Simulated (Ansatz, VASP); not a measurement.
# Ni: VASP beside Ansatz

```
Ni
1.0
     0.00000    1.71571    1.71571
     1.71571    0.00000    1.71571
     1.71571    1.71571    0.00000
Ni
1
Direct
  0.00000 0.00000 0.00000
```

Alike in both runs: task single point; functional r2SCAN; k mesh 22 × 22 × 22; occupations gaussian, width 0.05 eV; collinear spin.

|  | VASP | Ansatz |
| --- | --- | --- |
| version | VASP 6.6.1 | Ansatz 0.2.0 |
| potentials or method | VASP PAW PBE potentials, release 64 (Ni), cutoff 520 eV | scalar-relativistic, plane waves, PAW |
| valence electrons in the cell | 10 | 18 |

```csv
,VASP,Ansatz,Ansatz less VASP
gap on the k mesh at the Fermi level (eV),none,none,-
pressure (GPa),9.9,9.6,-0.29
net moment per atom (μB),0.69,0.72,+0.023
size of the moment on the site where the two differ most (μB),0.71,0.78,+0.073
```

VASP's potentials were made for PBE, not for r2SCAN. Site moments also hang on the region over which each program counts them. A gap of «none» marks a metal or a gap that the smearing closes. VASP's potentials hold 10 valence electrons a cell and Ansatz's 18, so a difference there can come from the potentials and not from the codes. Ansatz's warnings: stability check not made.
